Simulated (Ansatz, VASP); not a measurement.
## Two plane-wave programs on Si4Sn

INCAR

```
SYSTEM = Si4Sn
PREC = Accurate
ENCUT = 600
EDIFF = 1E-6
ISMEAR = 0
SIGMA = 0.2
LREAL = .FALSE.
LASPH = .TRUE.
NELM = 100
ALGO = Normal
ISIF = 3
LWAVE = .FALSE.
LCHARG = .FALSE.
GGA = PE
IBRION = 2
NSW = 36
EDIFFG = -0.08
```

KPOINTS

```
Automatic mesh
0
G
  5 5 3
  0 0 0
```

File POSCAR:

```
Si4Sn
1.0
    3.6020837500      0.0000000000      0.0000000000
    0.0000000000      3.6020837500      0.0000000000
    0.0000000000      0.0000000000      6.7627206100
Si Sn
4 1
Direct
    0.0000000000      0.0000000000      0.7180595200
    0.0000000000      0.0000000000      0.2819404800
    0.0000000000      0.5000000000      0.5099988000
    0.5000000000      0.0000000000      0.4900012000
    0.0000000000      0.0000000000      0.0000000000
```

Input for Ansatz:

```yaml
crystal:
  lattice:
    - [3.60208375, 0.0, 0.0]
    - [0.0, 3.60208375, 0.0]
    - [0.0, 0.0, 6.76272061]
  atoms:
    - { symbol: Si, position: [0.0, 0.0, 0.71805952] }
    - { symbol: Si, position: [0.0, 0.0, 0.28194048] }
    - { symbol: Si, position: [0.0, 0.5, 0.5099988] }
    - { symbol: Si, position: [0.5, 0.0, 0.4900012] }
    - { symbol: Sn, position: [0.0, 0.0, 0.0] }
basis:
  ecutwfc: 420
kpoints:
  mp_grid: { grid: [5, 5, 3] }
hamiltonian:
  xc: pbe
scf:
  occupations: { method: gaussian, width: 0.2 }
  lower_state_search: "off"
output:
  forces: true
  stress: true
  eigenvalues: true
relax:
  adjacent_minimum: "off"
  f_tol: 0.08
  max_steps: 16
  cell: { stress_tol: 0.8 }
```

Alike in both runs: task relaxation of cell and atoms; functional PBE; k mesh 5 × 5 × 3; occupations gaussian, width 0.2 eV; no spin polarisation.

|  | VASP | Ansatz |
| --- | --- | --- |
| version | VASP 6.6.1 | Ansatz 0.2.0 |
| potentials or method | VASP PAW PBE potentials, release 64 (Si, Sn_d), cutoff 600 eV | scalar-relativistic, plane waves, PAW |
| valence electrons in the cell | 30 | 30 |

```csv
,VASP,Ansatz,Ansatz less VASP
"gap on the k mesh at the Fermi level, each at its own relaxed structure (eV)",none,none,-
relaxed volume (Å³/atom),22.78,22.93,+0.140
relaxed cell length with the largest relative difference (Å),3.502,3.516,+0.0136
```

A gap of «none» marks a metal or a gap that the smearing closes.

Noted on VASP's run: the volume moved by over 15 % at a fixed basis, so the end points are rough.
